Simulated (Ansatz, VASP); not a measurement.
Two plane-wave programs on HfO2

```
CELL_PARAMETERS angstrom
0.00000 2.49959 2.49959
2.49959 0.00000 2.49959
2.49959 2.49959 0.00000
ATOMIC_POSITIONS crystal
Hf 0.00000 0.00000 0.00000
O 0.25000 0.25000 0.25000
O 0.75000 0.75000 0.75000
```

Change from the starting cell: hydrostatic strain -1.2%.

Alike in both runs: task single point; functional r2SCAN; k mesh 8 × 8 × 8; no spin polarisation.

```csv
,VASP,Ansatz
version,VASP 6.6.1,Ansatz 0.2.0
potentials or method,"VASP PAW PBE potentials, release 64 (Hf_pv, O)","plane waves, PAW"
plane-wave cutoff (eV),520,500
occupations,"gaussian, width 0.01 eV",fixed
valence electrons in the cell,22,38
```

|  | VASP | Ansatz | Ansatz less VASP |
| --- | --- | --- | --- |
| gap on the k mesh at the Fermi level (eV) | 4.42 | 4.40 | -0.023 |
| pressure (GPa) | 6.0 | 10.3 | +4.34 |

VASP's potentials were made for PBE, not for r2SCAN. One of these differences is far larger than is usual between the two programs; its cause wasn't traced. VASP's potentials hold 22 valence electrons a cell and Ansatz's 38, so a difference there can come from the potentials and not from the codes.

Neither program's run includes spin-orbit coupling.
